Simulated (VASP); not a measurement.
# NbCu (Fm-3m) in VASP: further runs, part 2 of 2

VASP 6.6.1. Earlier steps stand in the parts before.

**3. Single point, LDA**

This run uses another cell than the first one, of 15.76 Å³/atom.

INCAR reads:

```
  PREC = Accurate
  ENCUT = 520
  EDIFF = 1E-7
  ISMEAR = -1
  SIGMA = 0.05
  LREAL = F
  LASPH = T
  NELM = 100
  ALGO = Fast
  ISIF = 2
  LWAVE = F
  LCHARG = T
  GGA = CA
  LELF = T
  LVHAR = T
  NBANDS = 19
```

KPOINTS reads:

```
regular mesh
0
Gamma
  9 9 9
```

POSCAR reads:

```
NbCu
1.0
    0.0000000000      2.5070830079      2.5070830079
    2.5070830079      0.0000000000      2.5070830079
    2.5070830079      2.5070830079      0.0000000000
Nb Cu
1 1
Direct
    0.0000000000      0.0000000000      0.0000000000
    0.5000000000      0.5000000000      0.5000000000
```

Potentials or basis: VASP PAW LDA potentials, release 64 (Nb_sv, Cu).

The run is started by

```sh
$ cat potpaw_LDA.64/Nb_sv/POTCAR potpaw_LDA.64/Cu/POTCAR > POTCAR
$ mpirun -np 1 vasp_std > vasp.out
```

OUTCAR:

```text
PREC = Accurate
   ENCUT = 520
   EDIFF = 1E-7
   ISMEAR = -1
   LREAL = F
   LASPH = T
   NELM = 100
   ISIF = 2
   GGA = CA

 ion  position               nearest neighbor table
   1  0.000  0.000  0.000-   2 2.51   2 2.51   2 2.51   2 2.51   2 2.51   2 2.51
   2  0.500  0.500  0.500-   1 2.51   1 2.51   1 2.51   1 2.51   1 2.51   1 2.51

  LATTYP: Found a face centered cubic cell.
 ALAT       =     5.0141660158

  Lattice vectors:

 A1 = (   0.0000000000,   2.5070830079,   2.5070830079)
 A2 = (   2.5070830079,   0.0000000000,   2.5070830079)
 A3 = (   2.5070830079,   2.5070830079,   0.0000000000)

Analysis of symmetry for initial positions (statically):
=====================================================================
 Subroutine PRICEL returns:
 Original cell was already a primitive cell.

 Routine SETGRP: Setting up the symmetry group for a
 face centered cubic supercell.

 Subroutine GETGRP returns: Found 48 space group operations
 (whereof 48 operations were pure point group operations)
 out of a pool of 48 trial point group operations.

The static configuration has the point symmetry O_h .

[... 156 lines left out ...]
  free energy    TOTEN  =       -14.44004986 eV

  energy without entropy =      -14.41575665  energy(sigma->0) =      -14.42790326

 E-fermi :   9.0154     XC(G=0): -12.5252

 val. band max:        9.0064445724   @ k =  -0.3333   0.4444   0.2222
 cond. band min:       9.0449568466   @ k =  -0.4444   0.4444   0.0000
 fundamental gap:      0.0385122742
 Fermi energy:         9.0154365930

 k-point     1 :       0.0000    0.0000    0.0000
  band No.  band energies     occupation
      1     -45.6515      2.00000
      2     -21.7553      2.00000
      3     -21.7553      2.00000
      4     -21.7553      2.00000
      5       1.7020      2.00000
      6       4.3638      2.00000
[... 505 lines left out ...]
      6       4.3862      2.00000
[... 11 lines left out ...]
     18      16.2620      0.00000
     19      22.0763      0.00000

 [... further k-points ...]

------------------------ aborting loop because EDIFF is reached ----------------------------------------

  FORCE on cell =-STRESS in cart. coord.  units (eV):
  Direction    XX          YY          ZZ          XY          YZ          ZX
  --------------------------------------------------------------------------------------
  -------------------------------------------------------------------------------------
  Total        0.0286809      0.0286809      0.0286809     -0.0000000      0.0000000      0.0000000
  in kB        1.4580342      1.4580342      1.4580342     -0.0000000      0.0000000      0.0000000
  external PRESSURE =       1.4580342 kB  Pullay stress =       0.0000000 kB

 VOLUME and BASIS-vectors are now :
 -----------------------------------------------------------------------------
  energy-cutoff  :      520.00
  volume of cell :       31.52
      direct lattice vectors                 reciprocal lattice vectors
     0.000000000  2.507083008  2.507083008    -0.199434960  0.199434960  0.199434960
     2.507083008  0.000000000  2.507083008     0.199434960 -0.199434960  0.199434960
     2.507083008  2.507083008  0.000000000     0.199434960  0.199434960 -0.199434960

 POSITION                                       TOTAL-FORCE (eV/Angst)
 -----------------------------------------------------------------------------------
      0.00000      0.00000      0.00000         0.000000      0.000000     -0.000000
      2.50708      2.50708      2.50708        -0.000000     -0.000000      0.000000
 -----------------------------------------------------------------------------------
    total drift:                                0.000000      0.000000      0.000000

  FREE ENERGIE OF THE ION-ELECTRON SYSTEM (eV)
  ---------------------------------------------------
  free  energy   TOTEN  =       -14.4400498643 eV

  energy  without entropy=      -14.4157566510  energy(sigma->0) =      -14.42790326
```

stdout:

```text
POSCAR found type information on POSCAR NbCu
 POSCAR found :  2 types and       2 ions
 scaLAPACK will be used
 LDA part: xc-table for (Slater(with rela. corr.)+CA(PZ))
 , standard interpolation
 POSCAR, INCAR and KPOINTS ok, starting setup
 FFT: planning ... GRIDC
 FFT: planning ... GRID_SOFT
 FFT: planning ... GRID
 WAVECAR not read
 entering main loop
 num prob  num prob  num prob  num prob RMM:  21    -0.144400489410E+02   -0.84749E-06   -0.81474E-06  2008   0.128E-02    0.728E-04
 num prob RMM:  22    -0.144400493792E+02   -0.43824E-06   -0.41475E-06  1716   0.820E-03    0.839E-04
WARNING in EDDRMM: call to ZHEGV failed, returncode =   6  3     14
WARNING in EDDRMM: call to ZHEGV failed, returncode =   8  4     14
 num prob  num prob RMM:  25    -0.144400498643E+02   -0.87148E-07   -0.88182E-07  1421   0.411E-03
```

Run time: 23 s. Hardware: 1 thread of Intel Xeon 6975P-C (Granite Rapids), shared host; peak memory 0.15 GiB.

What came out:

| Property | Result |
| --- | --- |
| Free energy | -14.4400 eV |
| Pressure | 0.1 GPa |
| Band gap on the k mesh | zero (bands 12 and 13 overlap by 2.01 eV) |

**4. Single point, PBEsol**

This run uses another cell than the first one, of 16.17 Å³/atom.

INCAR reads:

```
  ALGO = Normal
  EDIFF = 1E-7
  ENCUT = 520
  GGA = PS
  ISIF = 2
  ISMEAR = -1
  LASPH = T
  LCHARG = T
  LELF = T
  LREAL = F
  LVHAR = T
  LWAVE = F
  NBANDS = 19
  NELM = 80
  PREC = Accurate
  SIGMA = 0.05
```

KPOINTS reads:

```
k-points
0
Gamma
  9 9 9
```

POSCAR reads:

```
NbCu
1.0
    0.0000000000      2.5286815221      2.5286815221
    2.5286815221      0.0000000000      2.5286815221
    2.5286815221      2.5286815221      0.0000000000
Nb Cu
1 1
Direct
    0.0000000000      0.0000000000      0.0000000000
    0.5000000000      0.5000000000      0.5000000000
```

Potentials or basis: VASP PAW PBE potentials, release 64 (Nb_sv, Cu).

The run is started by

```sh
$ cat potpaw_PBE.64/Nb_sv/POTCAR potpaw_PBE.64/Cu/POTCAR > POTCAR
$ mpirun -np 1 vasp_std > vasp.out
```

It took 15 s on 1 thread of Intel Xeon 6975P-C (Granite Rapids), shared host; peak memory 0.17 GiB.

Results (log left out):

* Free energy: -13.7349 eV
* Pressure: 0.0 GPa
* Band gap on the k mesh: zero (bands 12 and 13 overlap by 1.95 eV)

Levels at points of the mesh, in eV from the Fermi level:
```csv
k point,band 8,band 9,band 10,band 11,band 12,band 13,band 14,band 15,band 16,band 17
"(0.00, 0.00, 0.00)",-4.15,-4.15,-4.15,1.07,1.07,1.07,2.56,2.56,9.05,9.05
```

Caveat: the PAW data sets were made with another functional, which shifts forces and pressure a little.

**5. Single point, RPBE**

This run uses another cell than the first one, of 17.21 Å³/atom.

INCAR reads:

```
ALGO     = Normal         # electronic algorithm
EDIFF    = 1E-6           # SCF threshold, eV
ENCUT    = 520            # plane-wave cutoff, eV
GGA      = RP             # functional
ISIF     = 2              # what is computed and relaxed
ISMEAR   = -1             # smearing method
LASPH    = True           # aspherical terms in the spheres
LCHARG   = True           # write CHGCAR
LELF     = True           # ELF
LREAL    = False          # projectors in reciprocal space
LVHAR    = True         
LWAVE    = False          # write WAVECAR
NBANDS   = 19             # bands
NELM     = 100            # most SCF steps
PREC     = Accurate       # precision mode
SIGMA    = 0.05           # smearing width, eV
```

KPOINTS is that of step 4.

POSCAR reads:

```
NbCu
1.0
    0.0000000000      2.5816947957      2.5816947957
    2.5816947957      0.0000000000      2.5816947957
    2.5816947957      2.5816947957      0.0000000000
Nb Cu
1 1
Direct
    0.0000000000      0.0000000000      0.0000000000
    0.5000000000      0.5000000000      0.5000000000
```

The run is started by

```sh
$ cat potpaw_PBE.64/Nb_sv/POTCAR potpaw_PBE.64/Cu/POTCAR > POTCAR
$ mpirun -np 1 vasp_std > vasp.out
```

Wall time 14 s (1 thread of Intel Xeon 6975P-C (Granite Rapids), shared host); peak memory 0.17 GiB.

It converged, with:

- Free energy: -11.4885 eV
- Pressure: -0.1 GPa
- Band gap on the k mesh: zero (bands 12 and 13 overlap by 1.78 eV)

Levels at points of the mesh, in eV from the Fermi level:
```
           k point  band 10  band 11  band 12  band 13  band 14  band 15
(0.00, 0.00, 0.00)    -3.85     0.99     0.99     0.99     2.29     2.29
```

Caveat: the PAW data sets were made with another functional, which shifts forces and pressure a little.

**6. Single point, revPBE**

This run uses another cell than the first one, of 17.10 Å³/atom.

INCAR reads:

```
PREC     = Accurate       # precision mode
ENCUT    = 520            # plane-wave cutoff, eV
EDIFF    = 1E-6           # SCF threshold, eV
ISMEAR   = -1             # smearing method
SIGMA    = 0.05           # smearing width, eV
LREAL    = False          # projectors in reciprocal space
LASPH    = True           # aspherical terms in the spheres
NELM     = 60             # most SCF steps
ALGO     = Fast           # electronic algorithm
ISIF     = 2              # what is computed and relaxed
LWAVE    = False          # write WAVECAR
LCHARG   = False          # write CHGCAR
GGA      = RE             # functional
NBANDS   = 19             # bands
```

KPOINTS reads:

```
Automatic mesh
0
Gamma
  9 9 9
```

POSCAR reads:

```
NbCu
1.0
    0.0000000000      2.5761155455      2.5761155455
    2.5761155455      0.0000000000      2.5761155455
    2.5761155455      2.5761155455      0.0000000000
Nb Cu
1 1
Direct
    0.0000000000      0.0000000000      0.0000000000
    0.5000000000      0.5000000000      0.5000000000
```

Potentials or basis: VASP PAW PBE potentials, release 64 (Nb_sv, Cu).

The run is started by

```sh
$ cat potpaw_PBE.64/Nb_sv/POTCAR potpaw_PBE.64/Cu/POTCAR > POTCAR
$ mpirun -np 1 vasp_std > vasp.out
```

Run time: 20 s. Hardware: 1 thread of Intel Xeon 6975P-C (Granite Rapids), shared host; peak memory 0.16 GiB.

The run converged. Its results:

- Free energy: -11.6929 eV
- Pressure: 0.0 GPa
- Band gap on the k mesh: zero (bands 12 and 13 overlap by 1.80 eV)

Levels at points of the mesh, in eV from the Fermi level:
| k point | band 10 | band 11 | band 12 | band 13 | band 14 | band 15 |
| --- | --- | --- | --- | --- | --- | --- |
| (0.00, 0.00, 0.00) | -3.88 | 1.00 | 1.00 | 1.00 | 2.32 | 2.32 |

Caveat: the PAW data sets were made with another functional, which shifts forces and pressure a little.

**7. The runs side by side**

```tsv
level	potentials or basis	cell	k mesh	grid for exact exchange (PRECFOCK)	share of exact exchange	gap on the mesh (eV)	pressure (GPa)
r2SCAN50	VASP PAW PBE potentials, release 64 (Nb_sv, Cu)	a = 3.624 Å, angles 60.0°, 2 atoms	5 × 5 × 5	Normal	0.5	none	-7.5
LDA	VASP PAW LDA potentials, release 64 (Nb_sv, Cu)	a = 3.546 Å, angles 60.0°, 2 atoms	9 × 9 × 9	-	-	none	0.1
PBEsol	VASP PAW PBE potentials, release 64 (Nb_sv, Cu)	a = 3.576 Å, angles 60.0°, 2 atoms	9 × 9 × 9	-	-	none	0.0
RPBE	VASP PAW PBE potentials, release 64 (Nb_sv, Cu)	a = 3.651 Å, angles 60.0°, 2 atoms	9 × 9 × 9	-	-	none	-0.1
revPBE	VASP PAW PBE potentials, release 64 (Nb_sv, Cu)	a = 3.643 Å, angles 60.0°, 2 atoms	9 × 9 × 9	-	-	none	0.0
```

Alike in all rows: task single point; no spin polarisation; cutoff (eV) 520; smearing fermi-dirac 0.05 eV.

Caveats: some runs use coarse meshes; the PAW data sets were made with another functional, which shifts forces and pressure a little (at least some runs).

Absolute energies hang on the potentials; compare differences alone.
